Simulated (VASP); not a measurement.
The system is SnP4.

```
Sn P
1.0
     3.60000    0.00000    0.00000
    -1.80000    3.11769    0.00000
     0.00000    0.00000    9.20000
Sn P
1 4
Direct
  0.00000 0.00000 0.00000
  0.33333 0.66667 0.20000
  0.66667 0.33333 0.31000
  0.66667 0.33333 0.80000
  0.33333 0.66667 0.69000
```

| Quantity | Value |
| --- | --- |
| Program | VASP 6.6.1 |
| Task | relaxation of cell and atoms |
| Functional | PBE |
| Potentials or basis | VASP PAW PBE potentials, release 64 (Sn_d, P) |
| Cutoff | 600 eV |
| k mesh | 5 × 5 × 2 |
| Occupations | gaussian, width 0.2 eV |
| Spin | no spin polarisation |

At the start: pressure 3.3 GPa; volume 20.65 Å³/atom.

Where does the relaxation end?

Over 12 steps the energy falls by 226.1 meV/atom and the volume is 23.65 Å³/atom (+14.5 %); space group P-3m1 (No. 164, to 0.05 Å).

The path:
| step | energy change (eV) | largest force (eV/Å) | pressure (GPa) | volume (Å³) |
| --- | --- | --- | --- | --- |
| 1 | 0.0000 | 0.9821 | 3.26 | 103.26 |
| 2 | -0.2736 | 0.4456 | -1.23 | 109.58 |
| 3 | -0.3099 | 0.7334 | -3.45 | 113.48 |
| 4 | -0.5360 | 0.8499 | -2.69 | 112.24 |
| 5 | -0.8180 | 1.5199 | 1.67 | 107.01 |
| 6 | -0.8314 | 1.3562 | 0.44 | 108.51 |
| 7 | -0.8356 | 1.4091 | 0.84 | 108.04 |
| 8 | -1.0190 | 0.3825 | 3.25 | 108.83 |
| 9 | -1.0265 | 0.2189 | 3.91 | 108.99 |
| 10 | -1.1303 | 0.0910 | -0.02 | 118.53 |
| 11 | -1.1304 | 0.0946 | 0.12 | 118.17 |
| 12 | -1.1307 | 0.0659 | -0.13 | 118.24 |

Final structure:
```cif
data_structure
_symmetry_space_group_name_H-M 'P 1'
_symmetry_Int_Tables_number 1
_cell_length_a 3.3320
_cell_length_b 3.3320
_cell_length_c 12.2982
_cell_angle_alpha 90.000
_cell_angle_beta 90.000
_cell_angle_gamma 120.000
_cell_volume 118.24
loop_
_atom_site_label
_atom_site_type_symbol
_atom_site_fract_x
_atom_site_fract_y
_atom_site_fract_z
_atom_site_occupancy
Sn1 Sn 0.00000 0.00000 0.00000 1
P1 P 0.33333 0.66667 0.22414 1
P2 P 0.66667 0.33333 0.32232 1
P3 P 0.66667 0.33333 0.77586 1
P4 P 0.33333 0.66667 0.67768 1
```

Caveat: the k points lie up to 0.44 Å⁻¹ apart in the final cell; this functional lacks dispersion, which binds the layers, so the pressure and a relaxed spacing across them are unreliable; the relaxation stopped at a loose force limit of 0.08 eV/Å, so its end isn't a converged minimum.
